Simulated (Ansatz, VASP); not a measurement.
## Pb in VASP and in Ansatz

File POSCAR:

```
Pb
1.0
    0.0000000000      2.3905054865      2.3905054865
    2.3905054865      0.0000000000      2.3905054865
    2.3905054865      2.3905054865      0.0000000000
Pb
1
Direct
    0.0000000000      0.0000000000      0.0000000000
```

INCAR.step1

```
SYSTEM = Pb
ALGO     = Normal         ! electronic algorithm
EDIFF    = 1E-4           ! SCF threshold, eV
ENCUT    = 520            ! plane-wave cutoff, eV
GGA      = PE             ! functional
ISMEAR   = 0              ! smearing method
LASPH    = .TRUE.         ! aspherical terms in the spheres
LCHARG   = .FALSE.        ! write CHGCAR
LREAL    = .FALSE.        ! projectors in reciprocal space
LWAVE    = .TRUE.         ! write WAVECAR
NBANDS   = 13             ! bands
NELM     = 60             ! most SCF steps
PREC     = Accurate       ! precision mode
SIGMA    = 0.05           ! smearing width, eV
```

Contents of INCAR.step2:

```
SYSTEM = Pb
ALGO     = Normal         ! electronic algorithm
EDIFF    = 1E-6           ! SCF threshold, eV
ENCUT    = 520            ! plane-wave cutoff, eV
ISIF     = 2              ! what is computed and relaxed
ISMEAR   = 0              ! smearing method
ISTART   = 1            
LASPH    = .TRUE.         ! aspherical terms in the spheres
LCHARG   = .TRUE.         ! write CHGCAR
LELF     = .TRUE.         ! ELF
LMIXTAU  = .TRUE.       
LREAL    = .FALSE.        ! projectors in reciprocal space
LVHAR    = .TRUE.       
LWAVE    = .FALSE.        ! write WAVECAR
METAGGA  = R2SCAN         ! meta-GGA
NBANDS   = 13             ! bands
NELM     = 60             ! most SCF steps
PREC     = Accurate       ! precision mode
SIGMA    = 0.05           ! smearing width, eV
```

File KPOINTS:

```
k-points
0
G
  16 16 16
  0 0 0
```

Input for Ansatz:

```yaml
crystal:
  lattice:
    - [0.0, 2.3905054865, 2.3905054865]
    - [2.3905054865, 0.0, 2.3905054865]
    - [2.3905054865, 2.3905054865, 0.0]
  atoms:
    - { symbol: Pb, position: [0.0, 0.0, 0.0] }
basis:
  ecutwfc: 500
  ecutrho_ratio: 4
kpoints:
  mp_grid: { grid: [16, 16, 16] }
hamiltonian:
  xc: r2scan
scf:
  occupations: { method: gaussian, width: 0.05 }
output:
  forces: true
  stress: true
  eigenvalues: true
```

Alike in both runs: task single point; functional r2SCAN; k mesh 16 × 16 × 16; occupations gaussian, width 0.05 eV; no spin polarisation.

|  | VASP | Ansatz |
| --- | --- | --- |
| version | VASP 6.6.1 | Ansatz 0.2.0 |
| potentials or method | VASP PAW PBE potentials, release 64 (Pb_d), cutoff 520 eV | scalar-relativistic, plane waves, PAW |
| valence electrons in the cell | 14 | 14 |

```tsv
	VASP	Ansatz	Ansatz less VASP
gap on the k mesh at the Fermi level (eV)	none	none	-
pressure (GPa)	8.1	8.0	-0.03
```

VASP's potentials were made for PBE, not for r2SCAN. A gap of «none» marks a metal or a gap that the smearing closes. The functional is the same, so the differences come from potentials, cutoffs and numerics.

Neither program's run includes spin-orbit coupling.
